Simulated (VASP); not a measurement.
SnO2, 6 atoms in the cell. Symmetry: Fd-3m, No. 227, cubic system. Conventional cell: a = 6.641 Å, b = 6.641 Å, c = 6.641 Å, α = 90.00°, β = 90.00°, γ = 90.00°. Sn (site symmetry -43m) has 12 O at 2.75 Å and 4 Sn at 2.88 Å within 3.6 Å. O (site symmetry -3m) has 6 O at 2.35 Å and 6 Sn at 2.75 Å within 3.1 Å. 

```yaml
Program: VASP 6.6.1
Task: single point
Functional: PBE
Potentials_or_basis: VASP PAW PBE potentials, release 64 (Sn_d, O)
Cutoff: 520 eV
k_mesh: 6 × 6 × 6
Occupations: gaussian, width 0.1 eV
Spin: no spin polarisation
Dipole_correction: no
Further_INCAR_settings: ALGO = Normal; EDIFF = 1e-06; NBANDS = 35
```

Potentials or basis: VASP PAW PBE potentials, release 64 (Sn_d, O).

Command:

```sh
$ cat potpaw_PBE.64/Sn_d/POTCAR potpaw_PBE.64/O/POTCAR > POTCAR
$ mpirun -np 1 vasp_std > vasp.out
```

Hardware: 1 thread of AMD EPYC 7R13 (shared host).

Task: How long does it take, and how much memory?

Result: It took 76 s on 1 thread of AMD EPYC 7R13, with other jobs on the host, peak memory 0.18 GiB. Counts: scf iterations 13, k points 16.
